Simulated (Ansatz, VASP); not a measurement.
**Be: VASP beside Ansatz**

Contents of INCAR:

```
PREC = Accurate ; ENCUT = 520
EDIFF = 1E-6 ; ISMEAR = -1
SIGMA = 0.03 ; LREAL = F
LASPH = T ; NELM = 100
ALGO = Normal ; ISIF = 2
LWAVE = F ; LCHARG = F
GGA = PS ; NBANDS = 7
```

KPOINTS

```
regular mesh
0
Gamma
  23 23 23
```

Contents of POSCAR:

```
Be
1.0
   -1.2907145798      1.2531209513      1.2531209513
    1.2531209513     -1.2907145798      1.2531209513
    1.2531209513      1.2531209513     -1.2907145798
Be
1
Direct
    0.0000000000      0.0000000000      0.0000000000
```

Input for Ansatz:

```yaml
crystal:
  lattice:
    - [-1.2907145798, 1.2531209513, 1.2531209513]
    - [1.2531209513, -1.2907145798, 1.2531209513]
    - [1.2531209513, 1.2531209513, -1.2907145798]
  atoms:
    - { symbol: Be, position: [0.0, 0.0, 0.0] }
kpoints:
  mp_grid: { grid: [23, 23, 23] }
  band_path:
    path:
      - [0.0, 0.0, 0.0]
      - [0.0, 0.0, 0.5]
      - [-0.5, 0.5, 0.5]
      - [-0.7572253634, 0.2427746366, 0.2427746366]
      - [0.2427746366, 0.2427746366, 0.2427746366]
      - [0.0, 0.0, 0.0]
      - [-0.5, 0.0, 0.5]
    npoints: 5
scf:
  occupations: { method: fermi_dirac, width: 0.03 }
hamiltonian:
  xc: pbesol
  pseudopotentials: { kind: all_electron, lapw: { basis_error: 0.00025 } }
output:
  forces: true
  stress: true
  eigenvalues: true
```

Change from the starting cell: equal xy, yz and zx shear strains of -3 %.

Alike in both runs: task single point; functional PBEsol; k mesh 23 × 23 × 23; occupations fermi-dirac, width 0.03 eV; no spin polarisation.

|  | VASP | Ansatz |
| --- | --- | --- |
| version | VASP 6.6.1 | Ansatz 0.2.0 |
| potentials or method | VASP PAW PBE potentials, release 64 (Be), cutoff 520 eV | all-electron LAPW, scalar-relativistic |

VASP gave:

* pressure (GPa): -1.1
* traceless stress, the component that is largest in VASP (GPa): 6.57

Which values does Ansatz return?

Pressure (GPa): -1.5; traceless stress, the component that is largest in VASP (GPa): 6.54.

VASP's potentials were made for PBE, not for PBEsol. Ansatz ran all-electron here, and VASP with PAW potentials.
